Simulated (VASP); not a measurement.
Crystal: Co.

```xyz
2
Lattice="2.5190 0.0000 0.0000 -1.2595 2.1815 0.0000 0.0000 0.0000 4.0910" Properties=species:S:1:pos:R:3 pbc="T T T"
Co    0.0000    1.4543    1.0228
Co    1.2595    0.7272    3.0682
```

Base run:

| Property | Result |
| --- | --- |
| Program | VASP 6.6.1 |
| Functional | PBEsol |
| Potentials or basis | VASP PAW PBE potentials, release 64 (Co) |
| Cutoff | 520 eV |
| k mesh | 19 × 19 × 10 |
| Occupations | fermi-dirac, width 0.08 eV |
| Spin | collinear spin, ferromagnetic start |
| Starting moments | [2.0, 2.0] μB |

Its results: pressure -16.5 GPa; net moment 3.26 μB per cell; site moments Co +1.65 μB.

Question: The run is repeated on the same cell with these changes: functional from PBEsol to PBE; further incar settings from ALGO = Normal; EDIFF = 1e-08; NBANDS = 20 to ALGO = Normal; EDIFF = 1e-06; NBANDS = 20. What comes out?

Answer: Pressure -7.2 GPa; net moment 3.27 μB per cell; site moments Co +1.66 μB.

Caveats: the PAW data sets were made with another functional, which shifts forces and pressure a little (some runs).
